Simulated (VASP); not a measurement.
# Pd in VASP: a series of runs

The runs below take Pd through single point, with PBEsol.

Everything below comes from runs of VASP 6.6.1. Logs are shortened: lines on timing, memory, paths and dates and some standing lists are left out, and cuts for length are marked.

## Step 1: The cell of the first run

The cell holds a slab with vacuum, 7 atoms: a = 2.740 Å, b = 2.740 Å, c = 29.422 Å, α = 90.00°, β = 90.00°, γ = 60.00°.

## Step 2: Single point, PBEsol

INCAR

```
PREC = Accurate
ENCUT = 520
EDIFF = 1E-6
ISMEAR = 1
SIGMA = 0.1
LREAL = False
LASPH = True
NELM = 100
ALGO = Normal
ISIF = 2
LWAVE = False
LCHARG = True
LDIPOL = True
IDIPOL = 3
DIPOL = 0.5 0.5 0.500
GGA = PS
LELF = True
LVHAR = True
LVACPOTAV = True
NBANDS = 44
```

KPOINTS

```
regular mesh
0
Gamma
  23 23 1
```

POSCAR

```
Pd
1.0
    2.7397185240      0.0000000000      0.0000000000
    1.3698592620      2.3726658410      0.0000000000
    0.0000000000      0.0000000000     29.4218248460
Pd
7
Direct
    0.0000000000      0.0000000000      0.2719069956
    0.3333333333      0.3333333333      0.3479379971
    0.6666666667      0.6666666667      0.4239689985
    0.0000000000      0.0000000000      0.5000000000
    0.3333333333      0.3333333333      0.5760310015
    0.6666666667      0.6666666667      0.6520620029
    0.0000000000      0.0000000000      0.7280930044
```

Potentials or basis: VASP PAW PBE potentials, release 64 (Pd).

Command:

```console
$ cat potpaw_PBE.64/Pd/POTCAR > POTCAR
$ mpirun -np 1 vasp_std > vasp.out
```

OUTCAR:

```text
PREC = Accurate
   ENCUT = 520
   EDIFF = 1E-6
   ISMEAR = 1
   LREAL = False
   LASPH = True
   NELM = 100
   ISIF = 2
   GGA = PS

 ion  position               nearest neighbor table
   1  0.000  0.000  0.272-   2 2.74   2 2.74   2 2.74
   2  0.333  0.333  0.348-   3 2.74   3 2.74   3 2.74   1 2.74   1 2.74   1 2.74
   3  0.667  0.667  0.424-   2 2.74   2 2.74   2 2.74   4 2.74   4 2.74   4 2.74
   4  0.000  0.000  0.500-   3 2.74   5 2.74   3 2.74   5 2.74   3 2.74   5 2.74
   5  0.333  0.333  0.576-   6 2.74   6 2.74   6 2.74   4 2.74   4 2.74   4 2.74
   6  0.667  0.667  0.652-   5 2.74   5 2.74   5 2.74   7 2.74   7 2.74   7 2.74
   7  0.000  0.000  0.728-   6 2.74   6 2.74   6 2.74

  LATTYP: Found a hexagonal cell.
 ALAT       =     2.7397185240
 C/A-ratio  =    10.7389954801

  Lattice vectors:

 A1 = (  -1.3698592620,  -2.3726658410,   0.0000000000)
 A2 = (   2.7397185240,   0.0000000000,   0.0000000000)
 A3 = (   0.0000000000,   0.0000000000,  29.4218248460)

Analysis of symmetry for initial positions (statically):
=====================================================================
 Subroutine PRICEL returns:
 Original cell was already a primitive cell.

 Routine SETGRP: Setting up the symmetry group for a
 hexagonal supercell.

 Subroutine GETGRP returns: Found 12 space group operations
 (whereof 12 operations were pure point group operations)
 out of a pool of 24 trial point group operations.

The static configuration has the point symmetry D_3d.

Analysis of symmetry for dynamics (positions and initial velocities):
=====================================================================
 Subroutine PRICEL returns:
 Original cell was already a primitive cell.

 Routine SETGRP: Setting up the symmetry group for a
 hexagonal supercell.

 Subroutine GETGRP returns: Found 12 space group operations
 (whereof 12 operations were pure point group operations)
 out of a pool of 24 trial point group operations.

The dynamic configuration has the point symmetry D_3d.

 Subroutine INISYM returns: Found 12 space group operations
 (whereof 12 operations are pure point group operations),
 and found     1 'primitive' translations

----------------------------------------------------------------------------------------

                                     Primitive cell

  volume of cell :     191.2547

  direct lattice vectors                    reciprocal lattice vectors
     2.739718524  0.000000000  0.000000000     0.365001000 -0.210733425  0.000000000
     1.369859262  2.372665841  0.000000000     0.000000000  0.421466851  0.000000000
[... 107 lines left out ...]
   NUPDOWN=      -1.0000    fix difference up-down
   EMIN   =  10.00;   EMAX   =-10.00  energy-range for DOS
   EFERMI =   0.00;   METHOD = LEGACY
   ISMEAR =     1;   SIGMA  =   0.10  broadening in eV -4-tet -1-fermi 0-gaus
   EFERMI_NEDOS =   21; number of points for ismear=-14 and -15
   IALGO  =     38    algorithm
   IMIX   =      4    mixing-type and parameters
     AMIX     =   0.40;   BMIX     =  1.00
     AMIX_MAG =   1.60;   BMIX_MAG =  1.00
  volume/ion in A,a.u.               =      27.32       184.38
  Fermi-wavevector in a.u.,A,eV,Ry     =   1.171036  2.212937 18.658004  1.371325
  Thomas-Fermi vector in A             =   2.307485
   LORBIT       =      0    0 simple, 1 ext, 2 COOP (PROOUT), +10 PAW based schemes
   GGA     = PS    functional components
   LHFCALC =     F    Hartree Fock is set to
   AEXX    =    0.0000 exact exchange contribution
   IVDW    =     0    specifies the selected vdW correction
   LEPSILON=     F    determine dielectric tensor
   LRPA    =     F    only Hartree local field effects (RPA)
 non-spin polarized calculation
 Methfessel and Paxton  Order N= 1 SIGMA  =   0.10
  energy-cutoff  :      520.00
  volume of cell :      191.25
 maximum number of plane-waves:      5195
   NGX = 11   NGY = 11   NGZ =109

 dipolmoment           0.000000      0.000000     -0.000000 electrons x Angstroem

 number of electron      70.0000000 magnetization

 dipolmoment           0.000000      0.000000      0.000000 electrons x Angstroem

 Free energy of the ion-electron system (eV)
  ---------------------------------------------------
  ext. energy  EPLUGINS =         0.00000000
  ---------------------------------------------------
  free energy    TOTEN  =       -40.35065962 eV

  energy without entropy =      -40.34471918  energy(sigma->0) =      -40.34867948

 E-fermi :   2.7325     XC(G=0):  -7.7472

 val. band max:        2.7297335438   @ k =  -0.3913   0.3043   0.0000
 cond. band min:       2.7339997749   @ k =  -0.4783   0.2174   0.0000
 fundamental gap:      0.0042662311
 Fermi energy:         2.7324875782

 k-point     1 :       0.0000    0.0000    0.0000
  band No.  band energies     occupation
      1      -4.4306      2.00000
      2      -3.9355      2.00000
      3      -3.2681      2.00000
      4      -2.7399      2.00000
      5      -2.6803      2.00000
      6      -2.4060      2.00000
[... 1117 lines left out ...]
     43       6.0351      0.00000
     44       8.5331      0.00000

 [... further k-points ...]

------------------------ aborting loop because EDIFF is reached ----------------------------------------

  FORCE on cell =-STRESS in cart. coord.  units (eV):
  Direction    XX          YY          ZZ          XY          YZ          ZX
  --------------------------------------------------------------------------------------
  -------------------------------------------------------------------------------------
  Total       -2.6744713     -2.6744713     -0.3571191      0.0000000      0.0000000      0.0000000
  in kB      -22.4045590    -22.4045590     -2.9916547      0.0000000      0.0000000      0.0000000
  external PRESSURE =     -15.9335909 kB  Pullay stress =       0.0000000 kB

 VOLUME and BASIS-vectors are now :
 -----------------------------------------------------------------------------
  energy-cutoff  :      520.00
  volume of cell :      191.25
      direct lattice vectors                 reciprocal lattice vectors
     2.739718524  0.000000000  0.000000000     0.365001000 -0.210733425  0.000000000
     1.369859262  2.372665841  0.000000000     0.000000000  0.421466851  0.000000000
     0.000000000  0.000000000 29.421824846     0.000000000  0.000000000  0.033988374

 POSITION                                       TOTAL-FORCE (eV/Angst)
 -----------------------------------------------------------------------------------
      0.00000      0.00000      8.00000         0.000000      0.000000     -0.031920
      1.36986      0.79089     10.23697         0.000000      0.000000      0.079445
      2.73972      1.58178     12.47394        -0.000000     -0.000000      0.001083
      0.00000      0.00000     14.71091        -0.000000      0.000000      0.000000
      1.36986      0.79089     16.94788        -0.000000     -0.000000     -0.001083
      2.73972      1.58178     19.18485        -0.000000     -0.000000     -0.079445
      0.00000      0.00000     21.42182        -0.000000      0.000000      0.031920
 -----------------------------------------------------------------------------------
    total drift:                               -0.000000      0.000000     -0.000000

  FREE ENERGIE OF THE ION-ELECTRON SYSTEM (eV)
  ---------------------------------------------------
  free  energy   TOTEN  =       -40.3506596243 eV

  energy  without entropy=      -40.3447191788  energy(sigma->0) =      -40.34867948

 vacuum level on the upper side and lower side of the slab         8.099         8.099
```

OSZICAR:

```text
N       E                     dE             d eps       ncg     rms          rms(c)
DAV:   1     0.472792656760E+03    0.47279E+03   -0.34374E+04  4944   0.145E+03
DAV:   2    -0.237450486348E+02   -0.49654E+03   -0.47371E+03  5500   0.324E+02
DAV:   3    -0.423669792053E+02   -0.18622E+02   -0.17254E+02  5684   0.601E+01
[... 22 lines left out ...]
DAV:  26    -0.403506442578E+02   -0.92410E-05   -0.18215E-06  3488   0.518E-03    0.481E-03
DAV:  27    -0.403506507064E+02   -0.64486E-05   -0.23320E-07  3204   0.257E-03    0.447E-03
DAV:  28    -0.403506569668E+02   -0.62604E-05   -0.31534E-07  3264   0.265E-03    0.237E-03
DAV:  29    -0.403506586702E+02   -0.17034E-05   -0.19235E-07  2972   0.208E-03    0.656E-04
DAV:  30    -0.403506596243E+02   -0.95408E-06   -0.63962E-08  2944   0.981E-04
   1 F= -.40350660E+02 E0= -.40348679E+02  d E =-.594045E-02
```

stdout:

```text
POSCAR found type information on POSCAR Pd
 POSCAR found :  1 types and       7 ions
 scaLAPACK will be used
 -----------------------------------------------------------------------------
|                                                                             |
[... 23 lines left out ...]
|     field-free region was found. Please increase the size of  your cell     |
|     in the dimension of the dipole correction to obtain accurate            |
|     workfunction values.                                                    |
|                                                                             |
 -----------------------------------------------------------------------------
```

Wall time 26 min (1 thread of Intel Xeon 8259CL, shared host); peak memory 0.5 GiB.

Results:

```
Free energy            : -40.3507 eV
Largest force          : 0.079 eV/Å
Band gap on the k mesh : zero (bands 35 and 36 overlap by 1.00 eV)
```

Forces in eV/Å, atoms in the order of the input:
```
Pd   0.000  0.000 -0.032
Pd   0.000  0.000  0.079
Pd   0.000  0.000  0.001
Pd   0.000  0.000  0.000
Pd   0.000  0.000 -0.001
Pd   0.000  0.000 -0.079
Pd   0.000  0.000  0.032
```

Levels at points of the mesh, in eV from the Fermi level:
```csv
k point,band 32,band 33,band 34,band 35,band 36,band 37
"(0.00, 0.00, 0.00)",-1.11,-0.85,-0.85,-0.52,-0.49,-0.49
```

Caveat: the PAW data sets were made with another functional, which shifts forces and pressure a little.

## Step 3: Single point, PBEsol

This run uses another cell than the first one: it holds 11 atoms, not 7.

INCAR

```
PREC = Accurate ; ENCUT = 520
EDIFF = 1E-6 ; ISMEAR = 1
SIGMA = 0.1 ; LREAL = F
LASPH = T ; NELM = 60
ALGO = Normal ; ISIF = 2
LWAVE = F ; LCHARG = F
LDIPOL = T ; IDIPOL = 3
DIPOL = 0.5 0.5 0.500 ; GGA = PS
NBANDS = 66
```

KPOINTS

```
regular mesh
0
Gamma
  19 19 1
```

POSCAR

```
Pd
1.0
    2.7397185240      0.0000000000      0.0000000000
    1.3698592620      2.3726658410      0.0000000000
    0.0000000000      0.0000000000     38.3697080770
Pd
11
Direct
    0.6666666667      0.6666666667      0.2083686158
    0.0000000000      0.0000000000      0.2669660702
    0.3333333333      0.3333333333      0.3251295880
    0.6666666667      0.6666666667      0.3833675071
    0.0000000000      0.0000000000      0.4416560696
    0.3333333333      0.3333333333      0.5000000388
    0.6666666667      0.6666666667      0.5583439652
    0.0000000000      0.0000000000      0.6166325334
    0.3333333333      0.3333333333      0.6748703619
    0.6666666667      0.6666666667      0.7330338718
    0.0000000000      0.0000000000      0.7916313781
```

Potentials or basis: VASP PAW PBE potentials, release 64 (Pd).

Command:

```console
$ cat potpaw_PBE.64/Pd/POTCAR > POTCAR
$ mpirun -np 1 vasp_std > vasp.out
```

OUTCAR:

```text
PREC = Accurate
   ENCUT = 520
   EDIFF = 1E-6
   ISMEAR = 1
   LREAL = F
   LASPH = T
   NELM = 60
   ISIF = 2
   GGA = PS

 ion  position               nearest neighbor table
   1  0.667  0.667  0.208-   2 2.75   2 2.75   2 2.75
   2  0.000  0.000  0.267-   3 2.74   3 2.74   3 2.74   1 2.75   1 2.75   1 2.75
   3  0.333  0.333  0.325-   2 2.74   2 2.74   2 2.74   4 2.74   4 2.74   4 2.74
   4  0.667  0.667  0.383-   3 2.74   3 2.74   3 2.74   5 2.74   5 2.74   5 2.74
   5  0.000  0.000  0.442-   4 2.74   4 2.74   4 2.74   6 2.74   6 2.74   6 2.74
   6  0.333  0.333  0.500-   7 2.74   7 2.74   7 2.74   5 2.74   5 2.74   5 2.74
   7  0.667  0.667  0.558-   8 2.74   8 2.74   8 2.74   6 2.74   6 2.74   6 2.74
   8  0.000  0.000  0.617-   9 2.74   9 2.74   9 2.74   7 2.74   7 2.74   7 2.74
   9  0.333  0.333  0.675-  10 2.74  10 2.74  10 2.74   8 2.74   8 2.74   8 2.74
  10  0.667  0.667  0.733-   9 2.74   9 2.74   9 2.74  11 2.75  11 2.75  11 2.75
  11  0.000  0.000  0.792-  10 2.75  10 2.75  10 2.75

  LATTYP: Found a hexagonal cell.
 ALAT       =     2.7397185240
 C/A-ratio  =    14.0049818041

[... 1868 lines left out ...]

 vacuum level on the upper side and lower side of the slab       (xc-potential included)        -0.287        -0.292

  FORCE on cell =-STRESS in cart. coord.  units (eV):
  Direction    XX          YY          ZZ          XY          YZ          ZX
  --------------------------------------------------------------------------------------
  -------------------------------------------------------------------------------------
  Total       -2.8897291     -2.8897291     -0.3115325      0.0000000      0.0000000     -0.0000000
  in kB      -18.5625100    -18.5625100     -2.0011654      0.0000000      0.0000000     -0.0000000
  external PRESSURE =     -13.0420618 kB  Pullay stress =       0.0000000 kB

 VOLUME and BASIS-vectors are now :
 -----------------------------------------------------------------------------
  energy-cutoff  :      520.00
  volume of cell :      249.42
      direct lattice vectors                 reciprocal lattice vectors
     2.739718524  0.000000000  0.000000000     0.365001000 -0.210733425  0.000000000
     1.369859262  2.372665841  0.000000000     0.000000000  0.421466851  0.000000000
     0.000000000  0.000000000 38.369708077     0.000000000  0.000000000  0.026062226

 POSITION                                       TOTAL-FORCE (eV/Angst)
 -----------------------------------------------------------------------------------
      2.73972      1.58178      7.99504         0.000000      0.000000      0.013060
      0.00000      0.00000     10.24341         0.000000      0.000000     -0.002304
      1.36986      0.79089     12.47513        -0.000000      0.000000     -0.000303
      2.73972      1.58178     14.70970        -0.000000      0.000000      0.001057
      0.00000      0.00000     16.94621        -0.000000     -0.000000     -0.002745
      1.36986      0.79089     19.18486         0.000000      0.000000      0.000000
      2.73972      1.58178     21.42349         0.000000      0.000000      0.002745
      0.00000      0.00000     23.66001        -0.000000     -0.000000     -0.001057
      1.36986      0.79089     25.89458         0.000000     -0.000000      0.000303
      2.73972      1.58178     28.12630        -0.000000      0.000000      0.002304
      0.00000      0.00000     30.37466        -0.000000     -0.000000     -0.013060
 -----------------------------------------------------------------------------------
    total drift:                                0.000000      0.000000      0.000309

  FREE ENERGIE OF THE ION-ELECTRON SYSTEM (eV)
  ---------------------------------------------------
  free  energy   TOTEN  =       -64.1904046819 eV

  energy  without entropy=      -64.1874628553  energy(sigma->0) =      -64.18942407

 vacuum level on the upper side and lower side of the slab         9.491         9.490
```

stdout:

```text
POSCAR found type information on POSCAR Pd
 POSCAR found :  1 types and      11 ions
 scaLAPACK will be used
 -----------------------------------------------------------------------------
|                                                                             |
|                                                                             |
|     You enforced a specific xc type in the INCAR file but a different       |
|     I HOPE YOU KNOW WHAT YOU ARE DOING!                                     |
|                                                                             |
 -----------------------------------------------------------------------------

 LDA part: xc-table for (Slater+PW92), standard interpolation
 POSCAR, INCAR and KPOINTS ok, starting setup
 FFT: planning ... GRIDC
 FFT: planning ... GRID_SOFT
 FFT: planning ... GRID
 WAVECAR not read
 entering main loop
```

It took 27 min on 1 thread of Oxide Virtual Turin-like, shared host; peak memory 0.59 GiB.

Results:

```
Free energy            : -64.1904 eV
Largest force          : 0.013 eV/Å
Band gap on the k mesh : zero (bands 55 and 56 overlap by 1.05 eV)
```

Forces on the atoms (eV/Å):
```
Pd   0.000  0.000  0.013
Pd   0.000  0.000 -0.002
Pd   0.000  0.000  0.000
Pd   0.000  0.000  0.001
Pd   0.000  0.000 -0.003
Pd   0.000  0.000  0.000
Pd   0.000  0.000  0.003
Pd   0.000  0.000 -0.001
Pd   0.000  0.000  0.000
Pd   0.000  0.000  0.002
Pd   0.000  0.000 -0.013
```

Caveat: the PAW data sets were made with another functional, which shifts forces and pressure a little.
